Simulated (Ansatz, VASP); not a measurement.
CrCd7Te8 in VASP and in Ansatz

```xyz
16
Lattice="0.0000 6.4800 6.4800 6.4800 0.0000 6.4800 6.4800 6.4800 0.0000" Properties=species:S:1:pos:R:3 pbc="T T T"
Cr    6.4800    6.4800    0.0000
Cd    3.2400    3.2400    0.0213
Cd    3.2400    0.0213    3.2400
Cd    6.4587    3.2400    3.2400
Cd    0.0213    3.2400    3.2400
Cd    3.2400    6.4587    3.2400
Cd    3.2400    3.2400    6.4587
Cd    6.4800    6.4800    6.4800
Te    1.5840    1.5840    1.5840
Te    4.8960    4.8960    1.5840
Te    4.8960    1.5840    4.8960
Te    8.1011    4.8589    4.8589
Te    1.5840    4.8960    4.8960
Te    4.8589    8.1011    4.8589
Te    4.8589    4.8589    8.1011
Te    8.1011    8.1011    8.1011
```

Alike in both runs: task single point; functional PBEsol; k mesh 2 × 2 × 2; occupations gaussian, width 0.05 eV; collinear spin; Hubbard terms Cr d U = 3.0 eV.

```csv
,VASP,Ansatz
version,VASP 6.6.1,Ansatz 0.2.0
potentials or method,"VASP PAW PBE potentials, release 64 (Cr_pv, Cd, Te), cutoff 520 eV","scalar-relativistic, plane waves, PAW"
valence electrons in the cell,144,282
```

```tsv
	VASP	Ansatz	Ansatz less VASP
gap on the k mesh at the Fermi level (eV)	none	none	-
pressure (GPa)	-0.1	-0.2	-0.14
rms of the force components (eV/Å)	0.017	0.006	-0.0110
net moment per atom (μB)	0.25	0.25	0.000
size of the moment on the site where the two differ most (μB)	3.95	3.91	-0.043
```

VASP's potentials were made for PBE, not for PBEsol. Site moments also hang on the region over which each program counts them. The programs project onto different local orbitals, so the same U acts differently, and such runs can settle in different states. Atom by atom the forces differ by 0.019 eV/Å (rms over components). A gap of «none» marks a metal or a gap that the smearing closes. VASP's potentials hold 144 valence electrons a cell and Ansatz's 282, so a difference there can come from the potentials and not from the codes. Ansatz's warnings: filled band counts differ across k points, specified occupation not kept, symmetry narrowed by occupation matrices.

The k mesh is coarse, so the values compare programs but aren't converged. Spin-orbit coupling is off throughout.
